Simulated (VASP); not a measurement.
# TePb (Immm) in VASP: a series of runs

Runs on TePb. Level: PBE. Tasks: single point.

All numbers are computed with VASP 6.6.1; they aren't measurements. Logs are shortened: lines on timing, memory, paths and dates and some standing lists are left out, and cuts for length are marked.

## Step 1: The cell of the first run

Symmetry: Immm, No. 71, orthorhombic system. Conventional cell: a = 4.364 Å, b = 4.763 Å, c = 6.454 Å, α = 90.00°, β = 90.00°, γ = 90.00°. Te (site symmetry mmm) has 6 Pb at 3.23 Å within 4.2 Å. Within 4.2 Å of Pb (site symmetry mmm) lie 6 Te at 3.23 Å.

## Step 2: Single point, PBE (strain +0.0875 x Voigt [0, 0, 0, 0, 1, 0])

The input, INCAR:

```
SYSTEM = TePb
  PREC = Accurate
  ENCUT = 520
  EDIFF = 1E-6
  ISMEAR = 0
  SIGMA = 0.05
  LREAL = .False.
  LASPH = .True.
  NELM = 60
  ALGO = Normal
  ISIF = 2
  LWAVE = .False.
  LCHARG = .False.
  GGA = PE
  NBANDS = 17
```

The input, KPOINTS:

```
Automatic mesh
0
Gamma
  8 8 8
  0 0 0
```

The input, POSCAR:

```
TePb
1.0
    0.1411812500      3.2270000000      3.2270000000
    3.3681812500      0.0000000000      3.3681812500
    3.2270000000      3.2270000000      0.1411812500
Te Pb
1 1
Direct
    0.5000000000      0.5000000000      0.5000000000
    0.0000000000      0.0000000000      0.0000000000
```

Potentials or basis: VASP PAW PBE potentials, release 64 (Te, Pb_d).

Command:

```console
$ cat potpaw_PBE.64/Te/POTCAR potpaw_PBE.64/Pb_d/POTCAR > POTCAR
$ mpirun -np 1 vasp_std > vasp.out
```

OUTCAR:

```text
SYSTEM = TePb
   PREC = Accurate
   ENCUT = 520
   EDIFF = 1E-6
   ISMEAR = 0
   LREAL = .False.
   LASPH = .True.
   NELM = 60
   ISIF = 2
   GGA = PE

 ion  position               nearest neighbor table
   1  0.500  0.500  0.500-   2 3.23   2 3.23   2 3.23   2 3.23   2 3.23   2 3.23
   2  0.000  0.000  0.000-   1 3.23   1 3.23   1 3.23   1 3.23   1 3.23   1 3.23

  LATTYP: Found a body centered orthorhombic cell.
 ALAT       =     4.3640067273
 B/A-ratio  =     1.0915032680
 C/A-ratio  =     1.4789161437

  Lattice vectors:

 A1 = (   0.1411812500,  -3.2270000000,   3.2270000000)
 A2 = (  -0.1411812500,  -3.2270000000,  -3.2270000000)
 A3 = (   3.2270000000,   3.2270000000,   0.1411812500)

Analysis of symmetry for initial positions (statically):
=====================================================================
 Subroutine PRICEL returns:
 Original cell was already a primitive cell.

 Routine SETGRP: Setting up the symmetry group for a
 body centered orthorhombic supercell.

 Subroutine GETGRP returns: Found  8 space group operations
 (whereof  8 operations were pure point group operations)
 out of a pool of  8 trial point group operations.

The static configuration has the point symmetry D_2h.

Analysis of symmetry for dynamics (positions and initial velocities):
=====================================================================
 Subroutine PRICEL returns:
 Original cell was already a primitive cell.

 Routine SETGRP: Setting up the symmetry group for a
 body centered orthorhombic supercell.

 Subroutine GETGRP returns: Found  8 space group operations
 (whereof  8 operations were pure point group operations)
 out of a pool of  8 trial point group operations.

The dynamic configuration has the point symmetry D_2h.

 Subroutine INISYM returns: Found  8 space group operations
 (whereof  8 operations are pure point group operations),
 and found     1 'primitive' translations

----------------------------------------------------------------------------------------

                                     Primitive cell

  volume of cell :      67.0803

  direct lattice vectors                    reciprocal lattice vectors
     0.141181250  3.227000000  3.227000000    -0.162031552  0.154942671  0.162031552
     3.368181250  0.000000000  3.368181250     0.148448068 -0.154942671  0.148448068
     3.227000000  3.227000000  0.141181250     0.162031552  0.154942671 -0.162031552

  length of vectors
     4.565850430  4.763327604  4.565850430     0.276614676  0.260923148  0.276614676

  position of ions in fractional coordinates (direct lattice)
     0.500000000  0.500000000  0.500000000
     0.000000000  0.000000000  0.000000000

  ion indices of the primitive-cell ions
   primitive index   ion index
                 1           1
                 2           2

----------------------------------------------------------------------------------------

 KPOINTS: Automatic mesh

Automatic generation of k-mesh.
 Grid dimensions read from file:
 generate k-points for:    8    8    8

 Generating k-lattice:

  Cartesian coordinates                     Fractional coordinates (reciprocal lattice)
    -0.020253944  0.019367834  0.020253944     0.125000000  0.000000000 -0.000000000
     0.018556009 -0.019367834  0.018556009    -0.000000000  0.125000000 -0.000000000
     0.020253944  0.019367834 -0.020253944     0.000000000  0.000000000  0.125000000

  Length of vectors
     0.034576834  0.032615394  0.034576834

  Shift w.r.t. Gamma in fractional coordinates (k-lattice)
     0.000000000  0.000000000  0.000000000

 Subroutine IBZKPT returns following result:
 ===========================================

 Found     95 irreducible k-points:

 Following reciprocal coordinates:
            Coordinates               Weight
  0.000000  0.000000  0.000000      1.000000
  0.125000  0.000000  0.000000      4.000000
  0.250000  0.000000  0.000000      4.000000
  0.375000  0.000000  0.000000      4.000000
  0.500000  0.000000  0.000000      2.000000
 -0.000000  0.125000 -0.000000      4.000000
[... 16 lines left out ...]
  0.125000  0.375000 -0.000000      8.000000
  0.250000  0.375000 -0.000000      8.000000
 [... further k-points ...]
   k-points           NKPTS =     95   k-points in BZ     NKDIM =     95   number of bands    NBANDS=     17
   number of dos      NEDOS =    301   number of ions     NIONS =      2
   total plane-waves  NPLWV =  46656
   dimension x,y,z NGX =    36 NGY =   36 NGZ =   36
   dimension x,y,z NGXF=    72 NGYF=   72 NGZF=   72
   ions per type =               1   1
   NGX,Y,Z   is equivalent  to a cutoff of  13.11, 12.56, 13.11 a.u.
   NGXF,Y,Z  is equivalent  to a cutoff of  26.22, 25.13, 26.22 a.u.
 SYSTEM =  TePb
   PREC   = accura    normal or accurate (medium, high low for compatibility)
   ISTART =      0    job   : 0-new  1-cont  2-samecut
   ICHARG =      2    charge: 1-file 2-atom 10-const
   ISPIN  =      1    spin polarized calculation?
   LNONCOLLINEAR =      F non collinear calculations
   LSORBIT =      F    spin-orbit coupling
   LASPH  =      T    aspherical Exc in radial PAW
   ENCUT  =  520.0 eV  38.22 Ry    6.18 a.u.   8.49  8.86  8.49*2*pi/ulx,y,z
   NELM   =     60;   NELMIN=  2; NELMDL= -5     # of ELM steps
   EDIFF  = 0.1E-05   stopping-criterion for ELM
   LREAL  =      F    real-space projection
   EDIFFG = 0.1E-04   stopping-criterion for IOM
   NSW    =      0    number of steps for IOM
   IBRION =     -1    ionic relax: 0-MD 1-quasi-New 2-CG
   NFREE  =      0    steps in history (QN), initial steepest desc. (CG)
   ISIF   =      2    stress and relaxation
   ISYM   =      2    0-nonsym 1-usesym 2-fastsym
   POTIM  = 0.5000    time-step for ionic-motion
   TEBEG  =    0.0;   TEEND  =   0.0 temperature during run
   PSTRESS=    0.0 pullay stress
   NELECT =      20.0000    total number of electrons
   NUPDOWN=      -1.0000    fix difference up-down
   EMIN   =  10.00;   EMAX   =-10.00  energy-range for DOS
   EFERMI =   0.00;   METHOD = LEGACY
   ISMEAR =     0;   SIGMA  =   0.05  broadening in eV -4-tet -1-fermi 0-gaus
   EFERMI_NEDOS =   21; number of points for ismear=-14 and -15
   IALGO  =     38    algorithm
   IMIX   =      4    mixing-type and parameters
     AMIX     =   0.40;   BMIX     =  1.00
     AMIX_MAG =   1.60;   BMIX_MAG =  1.00
  volume/ion in A,a.u.               =      33.54       226.34
  Fermi-wavevector in a.u.,A,eV,Ry     =   1.093671  2.066738 16.274139  1.196115
  Thomas-Fermi vector in A             =   2.229961
   LORBIT       =      0    0 simple, 1 ext, 2 COOP (PROOUT), +10 PAW based schemes
   GGA     = PE    functional components
   LHFCALC =     F    Hartree Fock is set to
   AEXX    =    0.0000 exact exchange contribution
   IVDW    =     0    specifies the selected vdW correction
   LEPSILON=     F    determine dielectric tensor
   LRPA    =     F    only Hartree local field effects (RPA)
 non-spin polarized calculation
 Gauss-broadening in eV      SIGMA  =   0.05
  energy-cutoff  :      520.00
  volume of cell :       67.08
 maximum number of plane-waves:      1825
 NGX is ok and might be reduce to    36
   NGX = 17   NGY = 17   NGZ = 17

 number of electron      19.9999997 magnetization

 Free energy of the ion-electron system (eV)
  ---------------------------------------------------
  ext. energy  EPLUGINS =         0.00000000
  ---------------------------------------------------
  free energy    TOTEN  =        -7.47317560 eV

  energy without entropy =       -7.47317397  energy(sigma->0) =       -7.47317479

 E-fermi :   6.0081     XC(G=0):  -9.3290

 val. band max:        5.8973416838   @ k =  -0.0000   0.5000  -0.0000
 cond. band min:       6.1188632206   @ k =   0.5000   0.0000   0.0000
 fundamental gap:      0.2215215368
 Fermi energy:         6.0081024466

 k-point     1 :       0.0000    0.0000    0.0000
  band No.  band energies     occupation
      1     -11.0514      2.00000
      2     -11.0416      2.00000
      3     -11.0347      2.00000
      4     -11.0292      2.00000
      5     -11.0268      2.00000
      6      -6.3564      2.00000
[... 9 lines left out ...]
     16      12.0363      0.00000
     17      13.1173      0.00000

 k-point     2 :       0.1250    0.0000    0.0000
  band No.  band energies     occupation
      1     -11.0490      2.00000
      2     -11.0443      2.00000
      3     -11.0344      2.00000
      4     -11.0277      2.00000
      5     -11.0267      2.00000
      6      -6.2144      2.00000
[... 9 lines left out ...]
     16      12.0311      0.00000
     17      14.2848      0.00000

 k-point     3 :       0.2500    0.0000    0.0000
  band No.  band energies     occupation
      1     -11.0515      2.00000
      2     -11.0474      2.00000
      3     -11.0337      2.00000
      4     -11.0258      2.00000
      5     -11.0201      2.00000
      6      -5.8064      2.00000
[... 9 lines left out ...]
     16      13.0035      0.00000
     17      16.1847      0.00000

 k-point     4 :       0.3750    0.0000    0.0000
  band No.  band energies     occupation
      1     -11.0590      2.00000
      2     -11.0503      2.00000
      3     -11.0343      2.00000
      4     -11.0182      2.00000
      5     -11.0130      2.00000
      6      -5.2198      2.00000
[... 9 lines left out ...]
     16      14.4575      0.00000
     17      16.5093      0.00000
[... 343 lines left out ...]
      1     -11.0631      2.00000
      2     -11.0512      2.00000
      3     -11.0276      2.00000
      4     -11.0212      2.00000
      5     -11.0156      2.00000
      6      -5.3196      2.00000
[... 9 lines left out ...]
     16      14.2543      0.00000
     17      15.8411      0.00000

 k-point    23 :       0.1250    0.3750   -0.0000
  band No.  band energies     occupation
      1     -11.0626      2.00000
      2     -11.0508      2.00000
      3     -11.0293      2.00000
      4     -11.0227      2.00000
      5     -11.0154      2.00000
      6      -5.4060      2.00000
[... 9 lines left out ...]
     16      14.5024      0.00000
     17      15.5283      0.00000

 k-point    24 :       0.2500    0.3750   -0.0000
  band No.  band energies     occupation
      1     -11.0776      2.00000
      2     -11.0403      2.00000
      3     -11.0373      2.00000
      4     -11.0163      2.00000
      5     -11.0130      2.00000
      6      -5.2804      2.00000
[... 9 lines left out ...]
     16      14.9007      0.00000
     17      15.1689      0.00000

 [... further k-points ...]
[... 5 lines left out ...]
  --------------------------------------------------------------------------------------
  -------------------------------------------------------------------------------------
  Total        0.9752772      0.9147061      0.9752772     -0.0000000      0.0000000     -0.5213341
  in kB       23.2939863     21.8472768     23.2939863     -0.0000000      0.0000000    -12.4517919
  external PRESSURE =      22.8117498 kB  Pullay stress =       0.0000000 kB

 VOLUME and BASIS-vectors are now :
 -----------------------------------------------------------------------------
  energy-cutoff  :      520.00
  volume of cell :       67.08
      direct lattice vectors                 reciprocal lattice vectors
     0.141181250  3.227000000  3.227000000    -0.162031552  0.154942671  0.162031552
     3.368181250  0.000000000  3.368181250     0.148448068 -0.154942671  0.148448068
     3.227000000  3.227000000  0.141181250     0.162031552  0.154942671 -0.162031552

 POSITION                                       TOTAL-FORCE (eV/Angst)
 -----------------------------------------------------------------------------------
      3.36818      3.22700      3.36818         0.000000     -0.000000     -0.000000
      0.00000      0.00000      0.00000        -0.000000      0.000000      0.000000
 -----------------------------------------------------------------------------------
    total drift:                               -0.000000      0.000000      0.000000

  FREE ENERGIE OF THE ION-ELECTRON SYSTEM (eV)
  ---------------------------------------------------
  free  energy   TOTEN  =        -7.4731756015 eV

  energy  without entropy=       -7.4731739721  energy(sigma->0) =       -7.47317479
```

It took 1.8 min on 1 thread of AMD EPYC 7R43 (Zen 3), shared host; peak memory 0.24 GiB.

Results:

```yaml
Free_energy: -7.4732 eV
Pressure: 2.3 GPa
Band_gap_on_the_k_mesh: 0.22 eV, indirect (least direct gap 0.59 eV)
```

Stress tensor (GPa, compression positive):
```
 2.33  0.00 -1.25
 0.00  2.18  0.00
-1.25  0.00  2.33
```

Caveat: the cell differs from its parent crystal (strain +0.0875 x Voigt [0, 0, 0, 0, 1, 0]); spin-orbit coupling is left out, which moves the levels of the heavy elements. A k mesh can miss the band edges.

## Step 3: Single point, PBE (strain +0.0625 x Voigt [0, 0, 0, 0, 1, 0])

The input, INCAR:

```
SYSTEM = TePb
PREC = Accurate
ENCUT = 520
EDIFF = 1E-6
ISMEAR = 0
SIGMA = 0.05
LREAL = .FALSE.
LASPH = .TRUE.
NELM = 100
ALGO = Normal
ISIF = 2
LWAVE = .FALSE.
LCHARG = .FALSE.
GGA = PE
NBANDS = 17
```

The input, KPOINTS:

```
regular mesh
0
G
  8 8 8
  0 0 0
```

The input, POSCAR:

```
TePb
1.0
    0.1008437500      3.2270000000      3.2270000000
    3.3278437500      0.0000000000      3.3278437500
    3.2270000000      3.2270000000      0.1008437500
Te Pb
1 1
Direct
    0.5000000000      0.5000000000      0.5000000000
    0.0000000000      0.0000000000      0.0000000000
```

Potentials or basis: VASP PAW PBE potentials, release 64 (Te, Pb_d).

Command:

```console
$ cat potpaw_PBE.64/Te/POTCAR potpaw_PBE.64/Pb_d/POTCAR > POTCAR
$ mpirun -np 1 vasp_std > vasp.out
```

Wall time 93 s (1 thread of AMD EPYC 7R43 (Zen 3), shared host); peak memory 0.24 GiB.

The run converged. Its results:

- Free energy: -7.4853 eV
- Pressure: 2.3 GPa
- Band gap on the k mesh: 0.38 eV, indirect (least direct gap 0.65 eV)

Stress tensor (GPa, compression positive):
```
 2.29  0.00 -0.88
 0.00  2.22  0.00
-0.88  0.00  2.29
```

Levels at points of the mesh, in eV from the valence-band top:
| k point | band 6 | band 7 | band 8 | band 9 | band 10 | band 11 | band 12 | band 13 | band 14 | band 15 |
| --- | --- | --- | --- | --- | --- | --- | --- | --- | --- | --- |
| (0.00, 0.00, 0.00) | -12.20 | -5.75 | -1.76 | -1.52 | -1.22 | 3.88 | 3.93 | 4.05 | 5.29 | 5.67 |
| (0.50, 0.00, 0.00) | -10.70 | -8.68 | -1.20 | -1.09 | -0.27 | 0.38 | 0.91 | 1.11 | 8.30 | 8.84 |
| (0.00, 0.50, 0.00) | -10.79 | -8.83 | -1.04 | -0.86 | 0.00 | 0.67 | 1.22 | 1.37 | 8.10 | 8.29 |
| (0.50, 0.50, 0.00) | -10.49 | -7.44 | -4.67 | -2.97 | -2.96 | 3.13 | 5.21 | 5.35 | 6.56 | 9.80 |
| (0.50, 0.00, 0.50) | -10.50 | -7.46 | -4.68 | -3.26 | -2.65 | 3.17 | 5.26 | 5.48 | 6.57 | 10.00 |

Caveat: the cell differs from its parent crystal (strain +0.0625 x Voigt [0, 0, 0, 0, 1, 0]); spin-orbit coupling is left out, which moves the levels of the heavy elements.
